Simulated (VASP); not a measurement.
# AlN (e600) (Fm-3m) in VASP: further runs

The runs below take AlN (e600) through single point, with PBEsol.

All numbers are computed with VASP 6.6.1; they aren't measurements. Logs are shortened: lines on timing, memory, paths and dates and some standing lists are left out, and cuts for length are marked.

## (1) The cell of the first run

Symmetry: Fm-3m, No. 225, cubic system. Conventional cell: a = 4.085 Å, b = 4.085 Å, c = 4.085 Å, α = 90.00°, β = 90.00°, γ = 90.00°. Within 2.7 Å of Al (site symmetry m-3m) lie 6 N at 2.04 Å. N (site symmetry m-3m) has 6 Al at 2.04 Å within 2.7 Å.

## (2) Single point, PBEsol (volume scaled by 1.03)

INCAR reads:

```
SYSTEM = AlN
  ALGO = Normal
  EDIFF = 1E-6
  ENCUT = 600
  GGA = PS
  GGA_COMPAT = .FALSE.
  ISIF = 2
  ISMEAR = 0
  LASPH = .TRUE.
  LCHARG = .FALSE.
  LREAL = .FALSE.
  LWAVE = .FALSE.
  NBANDS = 11
  NELM = 120
  PREC = Accurate
  SIGMA = 0.02
```

KPOINTS reads:

```
k-points
0
G
  10 10 10
  0 0 0
```

POSCAR reads:

```
AlN
1.0
    0.0000000000      2.0426704062      2.0426704062
    2.0426704062      0.0000000000      2.0426704062
    2.0426704062      2.0426704062      0.0000000000
Al N
1 1
Direct
    0.5000000000      0.5000000000      0.5000000000
    0.0000000000      0.0000000000      0.0000000000
```

Potentials or basis: VASP PAW PBE potentials, release 64 (Al, N).

Launch:

```bash
> cat potpaw_PBE.64/Al/POTCAR potpaw_PBE.64/N/POTCAR > POTCAR
> mpirun -np 1 vasp_std > vasp.out
```

OUTCAR:

```text
SYSTEM = AlN
   EDIFF = 1E-6
   ENCUT = 600
   GGA = PS
   ISIF = 2
   ISMEAR = 0
   LASPH = .TRUE.
   LREAL = .FALSE.
   NELM = 120
   PREC = Accurate

 ion  position               nearest neighbor table
   1  0.500  0.500  0.500-   2 2.04   2 2.04   2 2.04   2 2.04   2 2.04   2 2.04
   2  0.000  0.000  0.000-   1 2.04   1 2.04   1 2.04   1 2.04   1 2.04   1 2.04

  LATTYP: Found a face centered cubic cell.
 ALAT       =     4.0853408124

  Lattice vectors:

 A1 = (   0.0000000000,   2.0426704062,   2.0426704062)
 A2 = (   2.0426704062,   0.0000000000,   2.0426704062)
 A3 = (   2.0426704062,   2.0426704062,   0.0000000000)

Analysis of symmetry for initial positions (statically):
=====================================================================
 Subroutine PRICEL returns:
 Original cell was already a primitive cell.

 Routine SETGRP: Setting up the symmetry group for a
 face centered cubic supercell.

 Subroutine GETGRP returns: Found 48 space group operations
 (whereof 48 operations were pure point group operations)
 out of a pool of 48 trial point group operations.

The static configuration has the point symmetry O_h .

Analysis of symmetry for dynamics (positions and initial velocities):
=====================================================================
 Subroutine PRICEL returns:
 Original cell was already a primitive cell.

 Routine SETGRP: Setting up the symmetry group for a
 face centered cubic supercell.

 Subroutine GETGRP returns: Found 48 space group operations
 (whereof 48 operations were pure point group operations)
 out of a pool of 48 trial point group operations.

The dynamic configuration has the point symmetry O_h .

 Subroutine INISYM returns: Found 48 space group operations
 (whereof 48 operations are pure point group operations),
 and found     1 'primitive' translations

----------------------------------------------------------------------------------------

                                     Primitive cell

  volume of cell :      17.0461

  direct lattice vectors                    reciprocal lattice vectors
     0.000000000  2.042670406  2.042670406    -0.244777620  0.244777620  0.244777620
     2.042670406  0.000000000  2.042670406     0.244777620 -0.244777620  0.244777620
     2.042670406  2.042670406  0.000000000     0.244777620  0.244777620 -0.244777620

  length of vectors
     2.888772192  2.888772192  2.888772192     0.423967274  0.423967274  0.423967274

  position of ions in fractional coordinates (direct lattice)
     0.500000000  0.500000000  0.500000000
     0.000000000  0.000000000  0.000000000

  ion indices of the primitive-cell ions
   primitive index   ion index
                 1           1
                 2           2

----------------------------------------------------------------------------------------

 KPOINTS: k-points

Automatic generation of k-mesh.
 Grid dimensions read from file:
 generate k-points for:   10   10   10

 Generating k-lattice:

  Cartesian coordinates                     Fractional coordinates (reciprocal lattice)
    -0.024477762  0.024477762  0.024477762     0.100000000  0.000000000  0.000000000
     0.024477762 -0.024477762  0.024477762     0.000000000  0.100000000  0.000000000
     0.024477762  0.024477762 -0.024477762     0.000000000  0.000000000  0.100000000

  Length of vectors
     0.042396727  0.042396727  0.042396727

  Shift w.r.t. Gamma in fractional coordinates (k-lattice)
     0.000000000  0.000000000  0.000000000

 Subroutine IBZKPT returns following result:
 ===========================================

 Found     47 irreducible k-points:

 Following reciprocal coordinates:
            Coordinates               Weight
  0.000000  0.000000  0.000000      1.000000
  0.100000  0.000000  0.000000      8.000000
  0.200000  0.000000  0.000000      8.000000
  0.300000  0.000000  0.000000      8.000000
  0.400000  0.000000  0.000000      8.000000
  0.500000  0.000000  0.000000      4.000000
[... 16 lines left out ...]
  0.300000  0.300000  0.000000      6.000000
  0.400000  0.300000  0.000000     24.000000
 [... further k-points ...]
   k-points           NKPTS =     47   k-points in BZ     NKDIM =     47   number of bands    NBANDS=     11
   number of dos      NEDOS =    301   number of ions     NIONS =      2
   total plane-waves  NPLWV =  13824
   dimension x,y,z NGX =    24 NGY =   24 NGZ =   24
   dimension x,y,z NGXF=    48 NGYF=   48 NGZF=   48
   ions per type =               1   1
   NGX,Y,Z   is equivalent  to a cutoff of  13.81, 13.81, 13.81 a.u.
   NGXF,Y,Z  is equivalent  to a cutoff of  27.62, 27.62, 27.62 a.u.
 SYSTEM =  AlN
   PREC   = accura    normal or accurate (medium, high low for compatibility)
   ISTART =      0    job   : 0-new  1-cont  2-samecut
   ICHARG =      2    charge: 1-file 2-atom 10-const
   ISPIN  =      1    spin polarized calculation?
   LNONCOLLINEAR =      F non collinear calculations
   LSORBIT =      F    spin-orbit coupling
   LASPH  =      T    aspherical Exc in radial PAW
   ENCUT  =  600.0 eV  44.10 Ry    6.64 a.u.   5.77  5.77  5.77*2*pi/ulx,y,z
   NELM   =    120;   NELMIN=  2; NELMDL= -5     # of ELM steps
   EDIFF  = 0.1E-05   stopping-criterion for ELM
   LREAL  =      F    real-space projection
   EDIFFG = 0.1E-04   stopping-criterion for IOM
   NSW    =      0    number of steps for IOM
   IBRION =     -1    ionic relax: 0-MD 1-quasi-New 2-CG
   NFREE  =      0    steps in history (QN), initial steepest desc. (CG)
   ISIF   =      2    stress and relaxation
   ISYM   =      2    0-nonsym 1-usesym 2-fastsym
   POTIM  = 0.5000    time-step for ionic-motion
   TEBEG  =    0.0;   TEEND  =   0.0 temperature during run
   PSTRESS=    0.0 pullay stress
   NELECT =       8.0000    total number of electrons
   NUPDOWN=      -1.0000    fix difference up-down
   EMIN   =  10.00;   EMAX   =-10.00  energy-range for DOS
   EFERMI =   0.00;   METHOD = LEGACY
   ISMEAR =     0;   SIGMA  =   0.02  broadening in eV -4-tet -1-fermi 0-gaus
   EFERMI_NEDOS =   21; number of points for ismear=-14 and -15
   IALGO  =     38    algorithm
   IMIX   =      4    mixing-type and parameters
     AMIX     =   0.40;   BMIX     =  1.00
     AMIX_MAG =   1.60;   BMIX_MAG =  1.00
  volume/ion in A,a.u.               =       8.52        57.52
  Fermi-wavevector in a.u.,A,eV,Ry     =   1.272223  2.404153 22.021724  1.618551
  Thomas-Fermi vector in A             =   2.405113
   LORBIT       =      0    0 simple, 1 ext, 2 COOP (PROOUT), +10 PAW based schemes
   GGA     = PS    functional components
   LHFCALC =     F    Hartree Fock is set to
   AEXX    =    0.0000 exact exchange contribution
   IVDW    =     0    specifies the selected vdW correction
   LEPSILON=     F    determine dielectric tensor
   LRPA    =     F    only Hartree local field effects (RPA)
 non-spin polarized calculation
 Gauss-broadening in eV      SIGMA  =   0.02
  energy-cutoff  :      600.00
  volume of cell :       17.05
 maximum number of plane-waves:       588
   NGX = 11   NGY = 11   NGZ = 11

 number of electron       8.0000000 magnetization

 Free energy of the ion-electron system (eV)
  ---------------------------------------------------
  ext. energy  EPLUGINS =         0.00000000
  ---------------------------------------------------
  free energy    TOTEN  =       -15.43918234 eV

  energy without entropy =      -15.43918234  energy(sigma->0) =      -15.43918234

 E-fermi :   9.5872     XC(G=0): -12.3070

 val. band max:        9.4890112780   @ k =   0.0000   0.0000   0.0000
 cond. band min:      13.7518797676   @ k =   0.5000   0.5000   0.0000
 fundamental gap:      4.2628684896
 Fermi energy:         9.5872296596

 k-point     1 :       0.0000    0.0000    0.0000
  band No.  band energies     occupation
      1      -7.7822      2.00000
      2       9.4890      2.00000
      3       9.4890      2.00000
      4       9.4890      2.00000
      5      14.7198      0.00000
      6      21.4165      0.00000
      7      21.4165      0.00000
      8      21.4165      0.00000
      9      26.4117      0.00000
     10      26.9508      0.00000
     11      26.9508      0.00000

 k-point     2 :       0.1000    0.0000    0.0000
  band No.  band energies     occupation
      1      -7.5818      2.00000
      2       8.4668      2.00000
      3       9.3715      2.00000
      4       9.3715      2.00000
      5      15.3636      0.00000
      6      20.5092      0.00000
      7      21.7013      0.00000
      8      21.7013      0.00000
      9      25.2922      0.00000
     10      25.2922      0.00000
     11      27.1979      0.00000

 k-point     3 :       0.2000    0.0000    0.0000
  band No.  band energies     occupation
      1      -6.9988      2.00000
      2       6.3500      2.00000
      3       9.0866      2.00000
      4       9.0866      2.00000
      5      16.0534      0.00000
      6      19.9602      0.00000
      7      21.8235      0.00000
      8      21.8235      0.00000
      9      24.7404      0.00000
     10      24.7404      0.00000
     11      26.5126      0.00000

 k-point     4 :       0.3000    0.0000    0.0000
  band No.  band energies     occupation
      1      -6.1062      2.00000
      2       4.0655      2.00000
      3       8.7708      2.00000
      4       8.7708      2.00000
      5      15.8469      0.00000
      6      20.8144      0.00000
      7      21.0564      0.00000
      8      21.0564      0.00000
      9      25.7134      0.00000
     10      26.2218      0.00000
     11      26.2218      0.00000

 k-point     5 :       0.4000    0.0000    0.0000
  band No.  band energies     occupation
      1      -5.1164      2.00000
      2       2.1515      2.00000
      3       8.5387      2.00000
      4       8.5387      2.00000
      5      15.4787      0.00000
      6      20.3856      0.00000
      7      20.3856      0.00000
      8      21.8765      0.00000
      9      25.2234      0.00000
     10      28.3890      0.00000
     11      28.3890      0.00000
[... 211 lines left out ...]
 k-point    21 :      -0.3000    0.2000    0.0000
  band No.  band energies     occupation
      1      -4.9101      2.00000
      2       3.2133      2.00000
      3       5.8963      2.00000
      4       8.4055      2.00000
      5      17.3946      0.00000
      6      19.0442      0.00000
      7      20.5566      0.00000
      8      21.4305      0.00000
      9      26.1707      0.00000
     10      28.2387      0.00000
     11      29.7101      0.00000

 k-point    22 :      -0.2000    0.2000    0.0000
  band No.  band energies     occupation
      1      -5.8175      2.00000
      2       4.5874      2.00000
      3       6.6101      2.00000
      4       8.8373      2.00000
      5      17.7736      0.00000
      6      19.2450      0.00000
      7      19.9209      0.00000
      8      21.6351      0.00000
      9      24.2255      0.00000
     10      28.1593      0.00000
     11      29.3969      0.00000

 k-point    23 :       0.3000    0.3000    0.0000
  band No.  band energies     occupation
      1      -5.5803      2.00000
      2       4.7369      2.00000
      3       7.5076      2.00000
      4       7.5076      2.00000
      5      15.9935      0.00000
      6      16.0524      0.00000
      7      20.8233      0.00000
      8      24.6662      0.00000
      9      24.6662      0.00000
     10      29.6473      0.00000
     11      33.0013      0.00000

 k-point    24 :       0.4000    0.3000    0.0000
  band No.  band energies     occupation
      1      -4.8429      2.00000
      2       3.7290      2.00000
      3       6.7458      2.00000
      4       7.2560      2.00000
      5      15.3370      0.00000
      6      16.2068      0.00000
      7      21.2762      0.00000
      8      24.6224      0.00000
      9      25.3456      0.00000
     10      30.8770      0.00000
     11      33.6743      0.00000

 [... further k-points ...]
[... 5 lines left out ...]
  --------------------------------------------------------------------------------------
  -------------------------------------------------------------------------------------
  Total       -0.8076321     -0.8076321     -0.8076321      0.0000000      0.0000000     -0.0000000
  in kB      -75.9100477    -75.9100477    -75.9100477      0.0000000      0.0000000     -0.0000000
  external PRESSURE =     -75.9100477 kB  Pullay stress =       0.0000000 kB

 VOLUME and BASIS-vectors are now :
 -----------------------------------------------------------------------------
  energy-cutoff  :      600.00
  volume of cell :       17.05
      direct lattice vectors                 reciprocal lattice vectors
     0.000000000  2.042670406  2.042670406    -0.244777620  0.244777620  0.244777620
     2.042670406  0.000000000  2.042670406     0.244777620 -0.244777620  0.244777620
     2.042670406  2.042670406  0.000000000     0.244777620  0.244777620 -0.244777620

 POSITION                                       TOTAL-FORCE (eV/Angst)
 -----------------------------------------------------------------------------------
      2.04267      2.04267      2.04267         0.000000     -0.000000      0.000000
      0.00000      0.00000      0.00000        -0.000000      0.000000     -0.000000
 -----------------------------------------------------------------------------------
    total drift:                                0.000000     -0.000000     -0.000000

  FREE ENERGIE OF THE ION-ELECTRON SYSTEM (eV)
  ---------------------------------------------------
  free  energy   TOTEN  =       -15.4391823392 eV

  energy  without entropy=      -15.4391823392  energy(sigma->0) =      -15.43918234
```

It took 10 s on 1 thread of AMD EPYC 7R43 (Zen 3), shared host; peak memory 0.1 GiB.

What came out:

| Item | Value |
| --- | --- |
| Free energy | -15.4392 eV |
| Pressure | -7.6 GPa |
| Band gap on the k mesh | 4.26 eV, indirect (least direct gap 5.23 eV) |

Caveat: the PAW data sets were made with another functional, which shifts forces and pressure a little. A k mesh can miss the band edges.

## (3) Single point, PBEsol (volume scaled by 1.06)

INCAR reads:

```
SYSTEM = AlN
PREC = Accurate
ENCUT = 600
EDIFF = 1E-6
ISMEAR = 0
SIGMA = 0.02
LREAL = .FALSE.
LASPH = .TRUE.
NELM = 120
ALGO = Normal
ISIF = 2
LWAVE = .FALSE.
LCHARG = .TRUE.
GGA = PS
LELF = .TRUE.
LVHAR = .TRUE.
NBANDS = 11
GGA_COMPAT = .FALSE.
```

KPOINTS reads:

```
Automatic mesh
0
G
  10 10 10
  0 0 0
```

POSCAR reads:

```
AlN
1.0
    0.0000000000      2.0623126727      2.0623126727
    2.0623126727      0.0000000000      2.0623126727
    2.0623126727      2.0623126727      0.0000000000
Al N
1 1
Direct
    0.5000000000      0.5000000000      0.5000000000
    0.0000000000      0.0000000000      0.0000000000
```

Potentials or basis: VASP PAW PBE potentials, release 64 (Al, N).

Launch:

```bash
> cat potpaw_PBE.64/Al/POTCAR potpaw_PBE.64/N/POTCAR > POTCAR
> mpirun -np 1 vasp_std > vasp.out
```

Wall time 11 s (1 thread of AMD EPYC 7R43 (Zen 3), shared host); peak memory 0.1 GiB.

It converged, with:

- Free energy: -15.4065 eV
- Pressure: -13.9 GPa
- Band gap on the k mesh: 4.00 eV, indirect (least direct gap 4.84 eV)

Levels at points of the mesh, in eV from the valence-band top:
```
           k point  band 1  band 2  band 3  band 4  band 5  band 6  band 7  band 8  band 9
(0.00, 0.00, 0.00)  -17.02    0.00    0.00    0.00    4.84   11.84   11.84   11.84   16.75
(0.50, 0.00, 0.00)  -13.95   -7.99   -0.98   -0.98    5.67   10.43   10.43   12.37   15.34
(0.50, 0.50, 0.00)  -13.04   -7.05   -2.67   -2.67    4.00    5.23   13.25   16.25   16.25
```

Caveat: the PAW data sets were made with another functional, which shifts forces and pressure a little. A k mesh can miss the band edges.

## (4) Single point, PBEsol (volume scaled by 1.09)

INCAR reads:

```
SYSTEM = AlN
PREC = Accurate
ENCUT = 600
EDIFF = 1E-6
ISMEAR = 0
SIGMA = 0.02
LREAL = .False.
LASPH = .True.
NELM = 120
ALGO = Normal
ISIF = 2
LWAVE = .False.
LCHARG = .False.
GGA = PS
NBANDS = 11
GGA_COMPAT = .False.
```

KPOINTS reads:

```
Automatic mesh
0
Gamma
  10 10 10
  0 0 0
```

POSCAR reads:

```
AlN
1.0
    0.0000000000      2.0815877402      2.0815877402
    2.0815877402      0.0000000000      2.0815877402
    2.0815877402      2.0815877402      0.0000000000
Al N
1 1
Direct
    0.5000000000      0.5000000000      0.5000000000
    0.0000000000      0.0000000000      0.0000000000
```

Launch:

```bash
> cat potpaw_PBE.64/Al/POTCAR potpaw_PBE.64/N/POTCAR > POTCAR
> mpirun -np 1 vasp_std > vasp.out
```

Wall time 9.9 s (1 thread of AMD EPYC 7R43 (Zen 3), shared host); peak memory 0.1 GiB.

Results (log left out):

```
Free energy            : -15.3557 eV
Pressure               : -19.3 GPa
Band gap on the k mesh : 3.75 eV, indirect (least direct gap 4.47 eV)
```

Levels at points of the mesh, in eV from the valence-band top:
| k point | band 2 | band 3 | band 4 | band 5 | band 6 | band 7 |
| --- | --- | --- | --- | --- | --- | --- |
| (0.00, 0.00, 0.00) | 0.00 | 0.00 | 0.00 | 4.47 | 11.75 | 11.75 |
| (0.50, 0.00, 0.00) | -7.82 | -0.94 | -0.94 | 5.51 | 10.22 | 10.22 |
| (0.50, 0.50, 0.00) | -6.87 | -2.60 | -2.60 | 3.75 | 5.27 | 12.93 |

Caveat: the PAW data sets were made with another functional, which shifts forces and pressure a little. A k mesh can miss the band edges.

## (5) The runs side by side

```csv
cell,gap on the mesh (eV),pressure (GPa)
"a = 2.889 Å, angles 60.0°, 2 atoms",4.26,-7.6
"a = 2.917 Å, angles 60.0°, 2 atoms",4.00,-13.9
"a = 2.944 Å, angles 60.0°, 2 atoms",3.75,-19.3
```

Alike in all rows: task single point; level PBEsol; potentials or basis VASP PAW PBE potentials, release 64 (Al, N); no spin polarisation; k mesh 10 × 10 × 10; cutoff (eV) 600; smearing gaussian 0.02 eV.

Caveats: the PAW data sets were made with another functional, which shifts forces and pressure a little.

Absolute energies hang on the potentials; compare differences alone.
